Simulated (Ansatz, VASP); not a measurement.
Two plane-wave programs on GaAs

The input INCAR:

```
PREC = Accurate
ENCUT = 520
EDIFF = 1E-7
ISMEAR = -1
SIGMA = 0.05
LREAL = False
LASPH = True
NELM = 150
ALGO = Normal
ISIF = 2
LWAVE = False
LCHARG = True
MAGMOM = 0 0 0 0 0 0
LORBIT = 11
LSORBIT = True
GGA_COMPAT = False
LORBMOM = True
LVHAR = True
NBANDS = 30
```

KPOINTS

```
regular mesh
0
Gamma
  8 8 8
```

File POSCAR:

```
GaAs
1.0
    0.0000000000      2.8268500000      2.8268500000
    2.8268500000      0.0000000000      2.8268500000
    2.8268500000      2.8268500000      0.0000000000
As Ga
1 1
Direct
    0.7500000000      0.7500000000      0.7500000000
    0.0000000000      0.0000000000      0.0000000000
```

Contents of input.yaml:

```yaml
crystal:
  lattice:
    - [0.0, 2.82685, 2.82685]
    - [2.82685, 0.0, 2.82685]
    - [2.82685, 2.82685, 0.0]
  atoms:
    - { symbol: As, position: [0.75, 0.75, 0.75] }
    - { symbol: Ga, position: [0.0, 0.0, 0.0] }
hamiltonian:
  xc: lda
  pseudopotentials: { kind: paw_fr }
magnetization:
  noncollinear: true
  spin_orbit: true
kpoints:
  mp_grid: { grid: [8, 8, 8] }
  band_path:
    path:
      - [[0.0, 0.0, 0.0], [0.5, 0.0, 0.5], [0.5, 0.25, 0.75], [0.375, 0.375, 0.75], [0.0, 0.0, 0.0], [0.5, 0.5, 0.5], [0.625, 0.25, 0.625], [0.5, 0.25, 0.75], [0.5, 0.5, 0.5], [0.375, 0.375, 0.75]]
      - [[0.625, 0.25, 0.625], [0.5, 0.0, 0.5]]
    npoints: 14
scf:
  occupations: { method: fermi_dirac, width: 0.05 }
  n_extra_bands: 6
output:
  forces: true
  stress: true
  eigenvalues: true
  fatbands: true
```

Alike in both runs: functional LDA; k mesh 8 × 8 × 8; occupations fermi-dirac, width 0.05 eV; non-collinear spin, spin-orbit coupling.

```csv
,VASP,Ansatz
version,VASP 6.6.1,Ansatz 0.2.0
potentials or method,"VASP PAW LDA potentials, release 64 (As, Ga_d)",Ansatz PAW
plane-wave cutoff (eV),520,420
valence electrons in the cell,18,28
task,single point,band structure
```

|  | VASP | Ansatz | Ansatz less VASP |
| --- | --- | --- | --- |
| pressure (GPa) | -1.6 | -1.9 | -0.27 |
| net moment per atom (μB) | 0.00 | 0.00 | 0.000 |

LDA's correlation is that of Perdew and Zunger in VASP and of Perdew and Wang (1992) in Ansatz. VASP's potentials hold 18 valence electrons a cell and Ansatz's 28, so a difference there can come from the potentials and not from the codes.
